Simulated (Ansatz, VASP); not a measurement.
## Two plane-wave programs on MnSi

The input POSCAR:

```
MnSi
1.0
    0.0000000000      2.5272246000      2.5272246000
    2.5272246000      0.0000000000      2.5272246000
    2.5272246000      2.5272246000      0.0000000000
Mn Si
1 1
Direct
    0.0000000000      0.0000000000      0.0000000000
    0.2500000000      0.2500000000      0.2500000000
```

Contents of INCAR.step1:

```
  PREC = Accurate
  ENCUT = 520
  EDIFF = 1E-5
  ISMEAR = -1
  SIGMA = 0.05
  LREAL = False
  LASPH = True
  NELM = 150
  ALGO = Normal
  ISIF = 2
  LWAVE = True
  LCHARG = False
  ISPIN = 2
  MAGMOM = 4 0
  LORBIT = 11
  LMAXMIX = 4
  GGA = PE
  NBANDS = 20
```

The input INCAR.step2:

```
  PREC = Accurate
  ENCUT = 520
  EDIFF = 1E-6
  ISMEAR = -1
  SIGMA = 0.05
  LREAL = False
  LASPH = True
  NELM = 150
  ALGO = Normal
  ISIF = 2
  LWAVE = False
  LCHARG = False
  ISPIN = 2
  MAGMOM = 4 0
  LORBIT = 11
  LMAXMIX = 4
  METAGGA = R2SCAN
  LHFCALC = True
  AEXX = 0.5
  LMIXTAU = True
  PRECFOCK = Normal
  ISTART = 1
  NBANDS = 20
```

The input KPOINTS:

```
Automatic mesh
0
Gamma
  5 5 5
```

The input input:

```
crystal:
  lattice:
    - [0.0, 2.5272246, 2.5272246]
    - [2.5272246, 0.0, 2.5272246]
    - [2.5272246, 2.5272246, 0.0]
  atoms:
    - { symbol: Mn, position: [0.0, 0.0, 0.0], spin: 4.0 }
    - { symbol: Si, position: [0.25, 0.25, 0.25] }
hamiltonian:
  xc: r2scan50
  pseudopotentials: { kind: paw }
magnetization:
  spin_polarized: true
kpoints:
  mp_grid: { grid: [5, 5, 5] }
scf:
  occupations: { method: fermi_dirac, width: 0.05 }
output:
  forces: true
  stress: true
  eigenvalues: true
  write_density: true
  write_potential: true
  elf: true
  volumetric_format: npy
```

Alike in both runs: task single point; functional r2SCAN50; k mesh 5 × 5 × 5; occupations fermi-dirac, width 0.05 eV; collinear spin.

```csv
,VASP,Ansatz
version,VASP 6.6.1,Ansatz 0.2.0
potentials or method,"VASP PAW PBE potentials, release 64 (Mn_pv, Si)",Ansatz PAW
plane-wave cutoff (eV),520,500
valence electrons in the cell,17,19
```

|  | VASP | Ansatz | Ansatz less VASP |
| --- | --- | --- | --- |
| gap on the k mesh at the Fermi level (eV) | none | none | - |
| net moment per atom (μB) | 1.50 | 1.50 | 0.000 |
| size of the moment on the site where the two differ most (μB) | 3.79 | 3.59 | -0.203 |

VASP's potentials were made for PBE, not for r2SCAN50. Site moments also hang on the region over which each program counts them. A gap of «none» marks a metal or a gap that the smearing closes. With one functional, cell and mesh, what is left measures potentials, basis and numerics. VASP's potentials hold 17 valence electrons a cell and Ansatz's 19, so a difference there can come from the potentials and not from the codes.

The k mesh is coarse, so the values compare programs but aren't converged. Noted on Ansatz's run: the magnetic or orbital state may not be the lowest.
